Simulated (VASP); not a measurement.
## C: single point with LDA

C, a slab with vacuum:

```
CELL_PARAMETERS angstrom
2.49732 0.00000 0.00000
0.00000 3.53175 0.00000
0.00000 0.00000 18.49730
ATOMIC_POSITIONS crystal
C 0.75000 0.09797 0.43956
C 0.25000 0.90203 0.43956
C 0.25000 0.60988 0.50000
C 0.75000 0.39012 0.50000
C 0.75000 0.09797 0.56044
C 0.25000 0.90203 0.56044
```

```json
{"Program": "VASP 6.6.1", "Task": "single point", "Functional": "LDA", "Potentials or basis": "VASP PAW LDA potentials, release 64 (C)", "Cutoff": "520 eV", "k mesh": "10 × 7 × 1", "Occupations": "fermi-dirac, width 0.02 eV", "Spin": "no spin polarisation", "Dipole correction": "yes", "Further INCAR settings": "ALGO = Normal; EDIFF = 1e-06; NBANDS = 21; NELMDL = -8"}
```

```yaml
Largest_force: 0.058 eV/Å
Band_gap_on_the_k_mesh: zero (band 12 reaches -2.18 eV, above the bottom of band 13 at -2.98 eV)
```

Forces in eV/Å, atoms in the order of the input:
```
C    0.000  0.022 -0.054
C    0.000 -0.022 -0.054
C    0.000 -0.023  0.000
C    0.000  0.023  0.000
C    0.000  0.022  0.054
C    0.000 -0.022  0.054
```

Levels at points of the mesh, in eV from the Fermi level:
| k point | band 10 | band 11 | band 12 | band 13 | band 14 | band 15 |
| --- | --- | --- | --- | --- | --- | --- |
| (0.00, 0.00, 0.00) | -2.26 | -2.22 | 0.63 | 0.90 | 5.33 | 5.39 |
| (0.50, 0.00, 0.00) | -5.09 | -1.72 | -1.72 | 1.33 | 1.33 | 6.74 |

Run time: 3.4 min on 1 thread of Intel(R) Xeon(R) Platinum 8259CL CPU @ 2.50GHz (Skylake/Cascade Lake), with other jobs on the host, peak memory 0.23 GiB.
